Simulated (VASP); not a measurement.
MgCd3Se4, 8 atoms in the cell. The structure is tetragonal, space group P-4m2 (No. 115). Conventional cell: a = 4.176 Å, b = 4.176 Å, c = 11.709 Å, α = 90.00°, β = 90.00°, γ = 90.00°. Mg (site symmetry -4m2) has 4 Se at 2.49 Å within 3.3 Å. Cd (site symmetry 2mm) has 4 Se at 2.57 Å within 3.4 Å. Cd (site symmetry -4m2) has 4 Se at 2.57 Å within 3.4 Å. Se (site symmetry 2mm) has 4 Cd at 2.57 Å within 3.4 Å. Within 3.3 Å of Se (site symmetry 2mm) lie 2 Mg at 2.49 Å and 2 Cd at 2.57 Å. 

- Program: VASP 6.6.1
- Task: relaxation of shape and atoms at fixed volume
- Functional: PBE
- Potentials or basis: VASP PAW PBE potentials, release 64 (Mg, Cd, Se)
- Cutoff: 600 eV
- k mesh: 6 × 6 × 4
- Occupations: gaussian, width 0.02 eV
- Spin: no spin polarisation
- Dipole correction: no
- Further INCAR settings: ALGO = Normal; EDIFF = 1e-06; IBRION = 2; EDIFFG = -0.01; NSW = 50; ISIF = 4

Potentials or basis: VASP PAW PBE potentials, release 64 (Mg, Cd, Se).

Launch:

```bash
$ cat potpaw_PBE.64/Mg/POTCAR potpaw_PBE.64/Cd/POTCAR potpaw_PBE.64/Se/POTCAR > POTCAR
$ mpirun -np 1 vasp_std > vasp.out
```

Hardware: 1 thread of Intel Xeon 8259CL (shared host).

How long does it take, and how much memory?

It took 28 min on 1 thread of Intel Xeon 8259CL, with other jobs on the host, peak memory 0.54 GiB. Counts: scf iterations 42, k points 30, ion steps 6.
